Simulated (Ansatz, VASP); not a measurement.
**Yb in VASP and in Ansatz**

```
Yb
1.0
    -2.16573    2.16573    2.16573
     2.16573   -2.16573    2.16573
     2.16573    2.16573   -2.16573
Yb
1
Direct
  0.00000 0.00000 0.00000
```

Change from the starting cell: volume scaled by 1.02, PAW files.

Alike in both runs: task electric field gradients; functional PBEsol; k mesh 12 × 12 × 12; occupations fermi-dirac, width 0.05 eV; no spin polarisation.

|  | VASP | Ansatz |
| --- | --- | --- |
| version | VASP 6.6.1 | Ansatz 0.2.0 |
| potentials or method | VASP PAW PBE potentials, release 64 (Yb) | PAW with Ansatz's default frozen-core files, scalar-relativistic |
| plane-wave cutoff (eV) | 520 | 420 |
| valence electrons in the cell | 24 | 24 |

VASP gave:

```
pressure (GPa) : -3.9
```

**Question.** Which values does Ansatz return?

**Answer.** Pressure (GPa): -3.6.

VASP's potentials were made for PBE, not for PBEsol.

Spin-orbit coupling is off throughout.
